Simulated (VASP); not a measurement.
ZnSiP2, 8 atoms in the cell. It takes space group I-42d (No. 122, tetragonal). Conventional cell: a = 5.353 Å, b = 5.353 Å, c = 10.418 Å, α = 90.00°, β = 90.00°, γ = 90.00°. Zn (site symmetry -4) has 4 P at 2.35 Å within 3.1 Å. Si (site symmetry -4) has 4 P at 2.25 Å within 3.0 Å. P (site symmetry 2) has 2 Si at 2.25 Å and 2 Zn at 2.35 Å within 3.0 Å. 

- Program: VASP 6.6.1
- Task: single point
- Functional: PBE
- Dispersion: D3(BJ)
- Potentials or basis: VASP PAW PBE potentials, release 64 (Zn, Si, P)
- Cutoff: 520 eV
- k mesh: 8 × 8 × 8
- Occupations: gaussian, width 0.02 eV
- Spin: no spin polarisation
- Dipole correction: no
- Further INCAR settings: ALGO = Normal; EDIFF = 1e-07; NBANDS = 36

Potentials or basis: VASP PAW PBE potentials, release 64 (Zn, Si, P).

Command:

```console
$ cat potpaw_PBE.64/Zn/POTCAR potpaw_PBE.64/Si/POTCAR potpaw_PBE.64/P/POTCAR > POTCAR
$ mpirun -np 1 vasp_std > vasp.out
```

Hardware: 1 thread of Intel(R) Xeon(R) Platinum 8375C CPU @ 2.90GHz (Ice Lake), with other jobs on the host.

**Question.** Estimate the wall time of this run.

**Answer.** It took 8 min on 1 thread of Intel(R) Xeon(R) Platinum 8375C CPU @ 2.90GHz (Ice Lake), with other jobs on the host, peak memory 0.49 GiB. Counts: scf iterations 15, k points 59.
